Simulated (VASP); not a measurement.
Input of a VASP 6.6.1 run:

File INCAR:

```
  PREC = Accurate
  ENCUT = 500
  EDIFF = 1E-6
  ISMEAR = 0
  SIGMA = 0.1
  LREAL = F
  LASPH = T
  NELM = 200
  ALGO = Normal
  ISIF = 2
  LWAVE = F
  LCHARG = F
  GGA = PE
  NBANDS = 24
  GGA_COMPAT = F
  LMAXMIX = 6
```

Contents of KPOINTS:

```
regular mesh
0
Gamma
  6 6 2
```

Contents of POSCAR:

```
BaErB4
1.0
    3.2594231474      0.0000000000      0.0000000000
   -1.6297115737      2.8227432474      0.0000000000
    0.0000000000      0.0000000000      8.6737280463
Ba Er B
1 1 4
Direct
    0.0000000000      0.0000000000      0.0000000000
    0.0000000000      0.0000000000      0.5000000000
    0.6666666667      0.3333333333      0.2865605224
    0.3333333333      0.6666666667      0.2865605224
    0.6666666667      0.3333333333      0.7134394776
    0.3333333333      0.6666666667      0.7134394776
```

Potentials or basis: VASP PAW PBE potentials, release 64 (Ba_sv, Er_3, B), 4f in core.

Launch:

```sh
$ cat potpaw_PBE.64/Ba_sv/POTCAR potpaw_PBE.64/Er_3/POTCAR potpaw_PBE.64/B/POTCAR > POTCAR
$ mpirun -np 1 vasp_std > vasp.out
```

Problem. Predict the largest force.

Solution. 0.038 eV/Å.

Problem. Predict the band gap on the k mesh.

Solution. Zero (an odd number of electrons rules out a gap without spin polarisation).

Problem. Estimate the pressure.

Solution. 1.7 GPa.

Stress tensor (GPa, compression positive):
```
1.85 0.00 0.00
0.00 1.85 0.00
0.00 0.00 1.37
```

Caveat: the k points lie up to 0.37 Å⁻¹ apart, too coarse for converged energies and pressures of a metal; spin-orbit coupling is left out, which moves the levels of the heavy elements; the 4f electrons are frozen in the core, so they carry no moment and show no levels. Spin polarisation is off, so any magnetic state and its effect on volume and gap are missing.
